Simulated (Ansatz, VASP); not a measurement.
# HfC: VASP beside Ansatz

File INCAR:

```
ALGO     = Normal         # electronic algorithm
EDIFF    = 1E-6           # SCF threshold, eV
ENCUT    = 520            # plane-wave cutoff, eV
GGA      = PE             # functional
ISIF     = 2              # what is computed and relaxed
ISMEAR   = -1             # smearing method
LASPH    = T              # aspherical terms in the spheres
LCHARG   = F              # write CHGCAR
LREAL    = F              # projectors in reciprocal space
LWAVE    = F              # write WAVECAR
NBANDS   = 14             # bands
NELM     = 60             # most SCF steps
PREC     = Accurate       # precision mode
SIGMA    = 0.05           # smearing width, eV
```

File KPOINTS:

```
k-points
0
Gamma
  15 15 15
```

File POSCAR:

```
HfC
1.0
    0.0697500000      2.3598750000      2.3598750000
    2.3598750000      0.0697500000      2.3598750000
    2.3598750000      2.3598750000      0.0697500000
Hf C
1 1
Direct
    0.5000000000      0.5000000000      0.5000000000
    0.0000000000      0.0000000000      0.0000000000
```

Input for Ansatz:

```yaml
crystal:
  lattice:
    - [0.06975, 2.359875, 2.359875]
    - [2.359875, 0.06975, 2.359875]
    - [2.359875, 2.359875, 0.06975]
  atoms:
    - { symbol: Hf, position: [0.5, 0.5, 0.5] }
    - { symbol: C, position: [0.0, 0.0, 0.0] }
kpoints:
  mp_grid: { grid: [15, 15, 15] }
  band_path:
    path:
      - [0.0, 0.0, 0.0]
      - [0.5, 0.5, 0.5]
      - [0.2428775097, 0.5, 0.7571224903]
      - [-0.2428775097, 0.2428775097, 0.5]
      - [0.0, 0.0, 0.5]
      - [0.0, 0.0, 0.0]
      - [-0.3714387548, 0.0, 0.3714387548]
      - [0.0, 0.3714387548, 0.6285612452]
      - [0.0, 0.5, 0.5]
    npoints: 5
scf:
  occupations: { method: fermi_dirac, width: 0.05 }
hamiltonian:
  xc: pbe
  pseudopotentials: { kind: all_electron, lapw: { basis_error: 0.001 } }
output:
  forces: true
  stress: true
  eigenvalues: true
```

Change from the starting cell: equal xy, yz and zx shear strains of +3 %.

Alike in both runs: task single point; functional PBE; k mesh 15 × 15 × 15; occupations fermi-dirac, width 0.05 eV; no spin polarisation.

|  | VASP | Ansatz |
| --- | --- | --- |
| version | VASP 6.6.1 | Ansatz 0.2.0 |
| potentials or method | VASP PAW PBE potentials, release 64 (Hf_pv, C), cutoff 520 eV | all-electron LAPW, scalar-relativistic |

|  | VASP | Ansatz | Ansatz less VASP |
| --- | --- | --- | --- |
| pressure (GPa) | -0.3 | 0.4 | +0.72 |
| traceless stress, the component that is largest in VASP (GPa) | -5.32 | -5.31 | +0.018 |

Ansatz ran all-electron here, and VASP with PAW potentials.

Spin-orbit coupling is off throughout.
